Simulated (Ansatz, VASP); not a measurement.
# WSe2: VASP beside Ansatz

Contents of INCAR:

```
PREC     = Accurate       # precision mode
ENCUT    = 520            # plane-wave cutoff, eV
EDIFF    = 1E-6           # SCF threshold, eV
ISMEAR   = 0              # smearing method
SIGMA    = 0.05           # smearing width, eV
LREAL    = F              # projectors in reciprocal space
LASPH    = T              # aspherical terms in the spheres
NELM     = 100            # most SCF steps
ALGO     = Normal         # electronic algorithm
ISIF     = 2              # what is computed and relaxed
LWAVE    = F              # write WAVECAR
LCHARG   = T              # write CHGCAR
GGA      = PS             # functional
LELF     = T              # ELF
LVHAR    = T            
NBANDS   = 35             # bands
```

The input KPOINTS:

```
regular mesh
0
Gamma
  12 12 2
```

Contents of POSCAR:

```
WSe2
1.0
    3.2711504299      0.0000000000      0.0000000000
   -1.6355752149      2.8328993719      0.0000000000
    0.0000000000      0.0000000000     13.2206659015
W Se
2 4
Direct
    0.3333379320      0.6666700331      0.2500000000
    0.7251935875      0.3761780130      0.7500000000
    0.2651398891      0.6167456008      0.6233861490
    0.6667310854      0.3333804911      0.1233861490
    0.2651398891      0.6167456008      0.8766138510
    0.6667310854      0.3333804911      0.3766138510
```

Input for Ansatz:

```yaml
crystal:
  lattice:
    - [3.2711504299, 0.0, 0.0]
    - [-1.6355752149, 2.8328993719, 0.0]
    - [0.0, 0.0, 13.2206659015]
  atoms:
    - { symbol: W, position: [0.333337932, 0.6666700331, 0.25] }
    - { symbol: W, position: [0.7251935875, 0.376178013, 0.75] }
    - { symbol: Se, position: [0.2651398891, 0.6167456008, 0.623386149] }
    - { symbol: Se, position: [0.6667310854, 0.3333804911, 0.123386149] }
    - { symbol: Se, position: [0.2651398891, 0.6167456008, 0.876613851] }
    - { symbol: Se, position: [0.6667310854, 0.3333804911, 0.376613851] }
basis:
  ecutwfc: 420
kpoints:
  mp_grid: { grid: [12, 12, 2] }
hamiltonian:
  xc: pbesol
scf:
  occupations: { method: gaussian, width: 0.05 }
output:
  forces: true
  stress: true
  eigenvalues: true
  write_density: true
  write_potential: true
  elf: true
  volumetric_format: npy
```

Change from the starting cell: mode 11 (245.6 1/cm) frozen in, largest displacement -0.200 Å.

Alike in both runs: task single point; functional PBEsol; k mesh 12 × 12 × 2; occupations gaussian, width 0.05 eV; no spin polarisation.

|  | VASP | Ansatz |
| --- | --- | --- |
| version | VASP 6.6.1 | Ansatz 0.2.0 |
| potentials or method | VASP PAW PBE potentials, release 64 (W_sv, Se), cutoff 520 eV | scalar-relativistic, plane waves, PAW |
| valence electrons in the cell | 52 | 92 |

VASP gave:

```
gap on the k mesh at the Fermi level (eV)                     : 0.59
least direct gap on the mesh (eV)                             : 0.89
pressure (GPa)                                                : 4.6
traceless stress, the component that is largest in VASP (GPa) : -4.81
rms of the force components (eV/Å)                            : 2.120
```

Q: Estimate Ansatz's values.

A: gap on the k mesh at the Fermi level (eV): 0.59; least direct gap on the mesh (eV): 0.89; pressure (GPa): 4.2; traceless stress, the component that is largest in VASP (GPa): -4.69; rms of the force components (eV/Å): 2.101.

VASP's potentials were made for PBE, not for PBEsol. Atom by atom the forces differ by 0.034 eV/Å (rms over components). VASP's potentials hold 52 valence electrons a cell and Ansatz's 92, so a difference there can come from the potentials and not from the codes.

Spin-orbit coupling is off throughout.
